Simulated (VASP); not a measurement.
# F (P6_3/mmc) in VASP: single point with PBE

Aim: the single point of F with PBE.

Everything below comes from runs of VASP 6.6.1. Logs are shortened: lines on timing, memory, paths and dates and some standing lists are left out, and cuts for length are marked.

**1. The cell of the first run**

The structure is hexagonal, space group P6_3/mmc (No. 194). Conventional cell: a = 2.518 Å, b = 2.518 Å, c = 8.154 Å, α = 90.00°, β = 90.00°, γ = 120.00°. F (site symmetry -3m) has 12 F at 2.50 to 2.52 Å within 3.3 Å. Within 3.3 Å of F (site symmetry -6m2) lie 12 F at 2.50 to 2.52 Å.

**2. Single point, PBE**

Contents of INCAR:

```
SYSTEM = F
PREC     = Accurate       ! precision mode
ENCUT    = 700            ! plane-wave cutoff, eV
EDIFF    = 1E-6           ! SCF threshold, eV
ISMEAR   = 1              ! smearing method
SIGMA    = 0.0232         ! smearing width, eV
LREAL    = .False.        ! projectors in reciprocal space
LASPH    = .True.         ! aspherical terms in the spheres
NELM     = 120            ! most SCF steps
ALGO     = Normal         ! electronic algorithm
ISIF     = 2              ! what is computed and relaxed
LWAVE    = .False.        ! write WAVECAR
LCHARG   = .False.        ! write CHGCAR
GGA      = PE             ! functional
ISYM     = -1           
NBANDS   = 22             ! bands
GGA_COMPAT= .False.
```

Contents of KPOINTS:

```
explicit points
96
Reciprocal
  0.06250000   0.06250000   0.16666667 2
  0.06250000   0.06250000   0.50000000 2
  0.06250000   0.06250000   0.83333333 2
  0.06250000   0.18750000   0.16666667 2
  0.06250000   0.18750000   0.50000000 2
  0.06250000   0.18750000   0.83333333 2
  0.06250000   0.31250000   0.16666667 2
  0.06250000   0.31250000   0.50000000 2
  0.06250000   0.31250000   0.83333333 2
  0.06250000   0.43750000   0.16666667 2
  0.06250000   0.43750000   0.50000000 2
  0.06250000   0.43750000   0.83333333 2
  0.06250000   0.56250000   0.16666667 2
  0.06250000   0.56250000   0.50000000 2
  0.06250000   0.56250000   0.83333333 2
  0.06250000   0.68750000   0.16666667 2
  0.06250000   0.68750000   0.50000000 2
  0.06250000   0.68750000   0.83333333 2
  0.06250000   0.81250000   0.16666667 2
  0.06250000   0.81250000   0.50000000 2
  0.06250000   0.81250000   0.83333333 2
  0.06250000   0.93750000   0.16666667 2
  0.06250000   0.93750000   0.50000000 2
  0.06250000   0.93750000   0.83333333 2
  0.18750000   0.06250000   0.16666667 2
  0.18750000   0.06250000   0.50000000 2
  0.18750000   0.06250000   0.83333333 2
  0.18750000   0.18750000   0.16666667 2
  0.18750000   0.18750000   0.50000000 2
  0.18750000   0.18750000   0.83333333 2
  0.18750000   0.31250000   0.16666667 2
  0.18750000   0.31250000   0.50000000 2
  0.18750000   0.31250000   0.83333333 2
  0.18750000   0.43750000   0.16666667 2
  0.18750000   0.43750000   0.50000000 2
  0.18750000   0.43750000   0.83333333 2
  0.18750000   0.56250000   0.16666667 2
  0.18750000   0.56250000   0.50000000 2
  0.18750000   0.56250000   0.83333333 2
  0.18750000   0.68750000   0.16666667 2
  0.18750000   0.68750000   0.50000000 2
  0.18750000   0.68750000   0.83333333 2
  0.18750000   0.81250000   0.16666667 2
  0.18750000   0.81250000   0.50000000 2
  0.18750000   0.81250000   0.83333333 2
  0.18750000   0.93750000   0.16666667 2
  0.18750000   0.93750000   0.50000000 2
  0.18750000   0.93750000   0.83333333 2
  0.31250000   0.06250000   0.16666667 2
  0.31250000   0.06250000   0.50000000 2
  0.31250000   0.06250000   0.83333333 2
  0.31250000   0.18750000   0.16666667 2
  0.31250000   0.18750000   0.50000000 2
  0.31250000   0.18750000   0.83333333 2
  0.31250000   0.31250000   0.16666667 2
  0.31250000   0.31250000   0.50000000 2
  0.31250000   0.31250000   0.83333333 2
  0.31250000   0.43750000   0.16666667 2
  0.31250000   0.43750000   0.50000000 2
  0.31250000   0.43750000   0.83333333 2
  0.31250000   0.56250000   0.16666667 2
  0.31250000   0.56250000   0.50000000 2
  0.31250000   0.56250000   0.83333333 2
  0.31250000   0.68750000   0.16666667 2
  0.31250000   0.68750000   0.50000000 2
  0.31250000   0.68750000   0.83333333 2
  0.31250000   0.81250000   0.16666667 2
  0.31250000   0.81250000   0.50000000 2
  0.31250000   0.81250000   0.83333333 2
  0.31250000   0.93750000   0.16666667 2
  0.31250000   0.93750000   0.50000000 2
  0.31250000   0.93750000   0.83333333 2
  0.43750000   0.06250000   0.16666667 2
  0.43750000   0.06250000   0.50000000 2
  0.43750000   0.06250000   0.83333333 2
  0.43750000   0.18750000   0.16666667 2
  0.43750000   0.18750000   0.50000000 2
  0.43750000   0.18750000   0.83333333 2
  0.43750000   0.31250000   0.16666667 2
  0.43750000   0.31250000   0.50000000 2
  0.43750000   0.31250000   0.83333333 2
  0.43750000   0.43750000   0.16666667 2
  0.43750000   0.43750000   0.50000000 2
  0.43750000   0.43750000   0.83333333 2
  0.43750000   0.56250000   0.16666667 2
  0.43750000   0.56250000   0.50000000 2
  0.43750000   0.56250000   0.83333333 2
  0.43750000   0.68750000   0.16666667 2
  0.43750000   0.68750000   0.50000000 2
  0.43750000   0.68750000   0.83333333 2
  0.43750000   0.81250000   0.16666667 2
  0.43750000   0.81250000   0.50000000 2
  0.43750000   0.81250000   0.83333333 2
  0.43750000   0.93750000   0.16666667 2
  0.43750000   0.93750000   0.50000000 2
  0.43750000   0.93750000   0.83333333 2
```

Contents of POSCAR:

```
F
1.0
    1.2589310000      2.1805300000      0.0000000000
   -1.2589310000      2.1805300000      0.0000000000
    0.0000000000      0.0000000000      8.1536950000
F
4
Direct
    0.0000000000      0.0000000000      0.0000000000
    0.0000000000      0.0000000000      0.5000000000
    0.3333300000      0.3333400000      0.7500000000
    0.6666600000      0.6666700000      0.2500000000
```

Potentials or basis: VASP PAW PBE potentials, release 64 (F).

Run with:

```bash
> cat potpaw_PBE.64/F/POTCAR > POTCAR
> mpirun -np 1 vasp_std > vasp.out
```

OUTCAR:

```text
SYSTEM = F
   PREC = Accurate
   ENCUT = 700
   EDIFF = 1E-6
   ISMEAR = 1
   LREAL = .False.
   LASPH = .True.
   NELM = 120
   ISIF = 2
   GGA = PE
   ISYM = -1

 ion  position               nearest neighbor table
   1  0.000  0.000  0.000-
   2  0.000  0.000  0.500-
   3  0.333  0.333  0.750-
   4  0.667  0.667  0.250-

IMPORTANT INFORMATION: All symmetrisations will be switched off!
NOSYMM: (Re-)initialisation of all symmetry stuff for point group C_1.

----------------------------------------------------------------------------------------

                                     Primitive cell

  volume of cell :      44.7660

  direct lattice vectors                    reciprocal lattice vectors
     1.258931000  2.180530000  0.000000000     0.397162354  0.229302050  0.000000000
    -1.258931000  2.180530000  0.000000000    -0.397162354  0.229302050  0.000000000
     0.000000000  0.000000000  8.153695000     0.000000000  0.000000000  0.122643783

  length of vectors
     2.517859874  2.517859874  8.153695000     0.458603714  0.458603714  0.122643783

  position of ions in fractional coordinates (direct lattice)
     0.000000000  0.000000000  0.000000000
     0.000000000  0.000000000  0.500000000
     0.333330000  0.333340000  0.750000000
     0.666660000  0.666670000  0.250000000

  ion indices of the primitive-cell ions
   primitive index   ion index
                 1           1
                 2           2
                 3           3
                 4           4

----------------------------------------------------------------------------------------

 KPOINTS: explicit points

Read explicit list of k-points.

 Found     96 k-points:

 Following reciprocal coordinates:
            Coordinates               Weight
  0.062500  0.062500  0.166667      0.010417
  0.062500  0.062500  0.500000      0.010417
  0.062500  0.062500  0.833333      0.010417
  0.062500  0.187500  0.166667      0.010417
  0.062500  0.187500  0.500000      0.010417
  0.062500  0.187500  0.833333      0.010417
[... 16 lines left out ...]
  0.062500  0.937500  0.500000      0.010417
  0.062500  0.937500  0.833333      0.010417
 [... further k-points ...]
   k-points           NKPTS =     96   k-points in BZ     NKDIM =     96   number of bands    NBANDS=     22
   number of dos      NEDOS =    301   number of ions     NIONS =      4
   total plane-waves  NPLWV =  40320
   dimension x,y,z NGX =    24 NGY =   24 NGZ =   70
   dimension x,y,z NGXF=    48 NGYF=   48 NGZF=  140
   ions per type =               4
   NGX,Y,Z   is equivalent  to a cutoff of  15.85, 15.85, 14.27 a.u.
   NGXF,Y,Z  is equivalent  to a cutoff of  31.69, 31.69, 28.54 a.u.
 SYSTEM =  F
   PREC   = accura    normal or accurate (medium, high low for compatibility)
   ISTART =      0    job   : 0-new  1-cont  2-samecut
   ICHARG =      2    charge: 1-file 2-atom 10-const
   ISPIN  =      1    spin polarized calculation?
   LNONCOLLINEAR =      F non collinear calculations
   LSORBIT =      F    spin-orbit coupling
   LASPH  =      T    aspherical Exc in radial PAW
   ENCUT  =  700.0 eV  51.45 Ry    7.17 a.u.   5.43  5.43 17.59*2*pi/ulx,y,z
   NELM   =    120;   NELMIN=  2; NELMDL= -5     # of ELM steps
   EDIFF  = 0.1E-05   stopping-criterion for ELM
   LREAL  =      F    real-space projection
   EDIFFG = 0.1E-04   stopping-criterion for IOM
   NSW    =      0    number of steps for IOM
   IBRION =     -1    ionic relax: 0-MD 1-quasi-New 2-CG
   NFREE  =      0    steps in history (QN), initial steepest desc. (CG)
   ISIF   =      2    stress and relaxation
   ISYM   =     -1    0-nonsym 1-usesym 2-fastsym
   POTIM  = 0.5000    time-step for ionic-motion
   TEBEG  =    0.0;   TEEND  =   0.0 temperature during run
   PSTRESS=    0.0 pullay stress
   NELECT =      28.0000    total number of electrons
   NUPDOWN=      -1.0000    fix difference up-down
   EMIN   =  10.00;   EMAX   =-10.00  energy-range for DOS
   EFERMI =   0.00;   METHOD = LEGACY
   ISMEAR =     1;   SIGMA  =   0.02  broadening in eV -4-tet -1-fermi 0-gaus
   EFERMI_NEDOS =   21; number of points for ismear=-14 and -15
   IALGO  =     38    algorithm
   IMIX   =      4    mixing-type and parameters
     AMIX     =   0.40;   BMIX     =  1.00
     AMIX_MAG =   1.60;   BMIX_MAG =  1.00
  volume/ion in A,a.u.               =      11.19        75.52
  Fermi-wavevector in a.u.,A,eV,Ry     =   1.400054  2.645718 26.669464  1.960150
  Thomas-Fermi vector in A             =   2.523052
   LORBIT       =      0    0 simple, 1 ext, 2 COOP (PROOUT), +10 PAW based schemes
   GGA     = PE    functional components
   LHFCALC =     F    Hartree Fock is set to
   AEXX    =    0.0000 exact exchange contribution
   IVDW    =     0    specifies the selected vdW correction
   LEPSILON=     F    determine dielectric tensor
   LRPA    =     F    only Hartree local field effects (RPA)
 non-spin polarized calculation
 Methfessel and Paxton  Order N= 1 SIGMA  =   0.02
  energy-cutoff  :      700.00
  volume of cell :       44.77
 maximum number of plane-waves:      1916
 NGX is ok and might be reduce to    24
   NGX = 11   NGY = 11   NGZ = 35

 number of electron      28.0000002 magnetization

 Free energy of the ion-electron system (eV)
  ---------------------------------------------------
  ext. energy  EPLUGINS =         0.00000000
  ---------------------------------------------------
  free energy    TOTEN  =        -2.96459164 eV

  energy without entropy =       -2.96472374  energy(sigma->0) =       -2.96463568

 E-fermi :  -4.3837     XC(G=0):  -9.7644

 val. band max:       -4.3881114718   @ k =   0.0625   0.4375   0.8333
 cond. band min:      -4.3827806279   @ k =   0.3125   0.8125   0.5000
 fundamental gap:      0.0053308439
 Fermi energy:        -4.3837312224

 k-point     1 :       0.0625    0.0625    0.1667
  band No.  band energies     occupation
      1     -25.4177      2.00000
      2     -25.0073      2.00000
      3     -24.6849      2.00000
      4     -24.2089      2.00000
      5      -7.5521      2.00000
      6      -6.3559      2.00000
[... 574 lines left out ...]
      6      -6.3482      2.00000
[... 14 lines left out ...]
     21      17.1121      0.00000
     22      20.9216      0.00000

 [... further k-points ...]

------------------------ aborting loop because EDIFF is reached ----------------------------------------

  FORCE on cell =-STRESS in cart. coord.  units (eV):
  Direction    XX          YY          ZZ          XY          YZ          ZX
  --------------------------------------------------------------------------------------
  -------------------------------------------------------------------------------------
  Total       -1.2852719     -1.4052702     -1.2004321     -0.0000000     -0.0000769     -0.0000001
  in kB      -45.9999271    -50.2946709    -42.9635062     -0.0000012     -0.0027514     -0.0000033
  external PRESSURE =     -46.4193681 kB  Pullay stress =       0.0000000 kB

 VOLUME and BASIS-vectors are now :
 -----------------------------------------------------------------------------
  energy-cutoff  :      700.00
  volume of cell :       44.77
      direct lattice vectors                 reciprocal lattice vectors
     1.258931000  2.180530000  0.000000000     0.397162354  0.229302050  0.000000000
    -1.258931000  2.180530000  0.000000000    -0.397162354  0.229302050  0.000000000
     0.000000000  0.000000000  8.153695000     0.000000000  0.000000000  0.122643783

 POSITION                                       TOTAL-FORCE (eV/Angst)
 -----------------------------------------------------------------------------------
      0.00000      0.00000      0.00000         0.000013      0.000000      0.000045
      0.00000      0.00000      4.07685         0.000013     -0.000001     -0.000040
     -0.00001      1.45369      6.11527        -0.000013      0.026987      0.000038
     -0.00001      2.90737      2.03842        -0.000013     -0.026986     -0.000043
 -----------------------------------------------------------------------------------
    total drift:                               -0.000001     -0.000000      0.000009

  FREE ENERGIE OF THE ION-ELECTRON SYSTEM (eV)
  ---------------------------------------------------
  free  energy   TOTEN  =        -2.9645916438 eV

  energy  without entropy=       -2.9647237424  energy(sigma->0) =       -2.96463568
```

Run time: 2.4 min. Hardware: 1 thread of Intel Xeon 8259CL, shared host; peak memory 0.24 GiB.

What came out:

```yaml
Free_energy: -2.9646 eV
Pressure: -4.6 GPa
Largest_force: 0.027 eV/Å
Band_gap_on_the_k_mesh: zero (bands 14 and 15 overlap by 0.65 eV)
```

Forces in eV/Å, atoms in the order of the input:
```
F    0.000  0.000  0.000
F    0.000  0.000  0.000
F    0.000  0.027  0.000
F    0.000 -0.027  0.000
```

Stress tensor (GPa, compression positive):
```
-4.60  0.00  0.00
 0.00 -5.03  0.00
 0.00  0.00 -4.30
```

Levels at points of the mesh, in eV from the Fermi level:
```tsv
k point	band 11	band 12	band 13	band 14	band 15	band 16	band 17	band 18
(0.06, 0.06, 0.17)	0.20	0.24	0.28	0.30	0.43	0.45	13.29	15.12
```

Caveat: the cell stands under tension; the nearest neighbours stand farther apart than a usual bond.
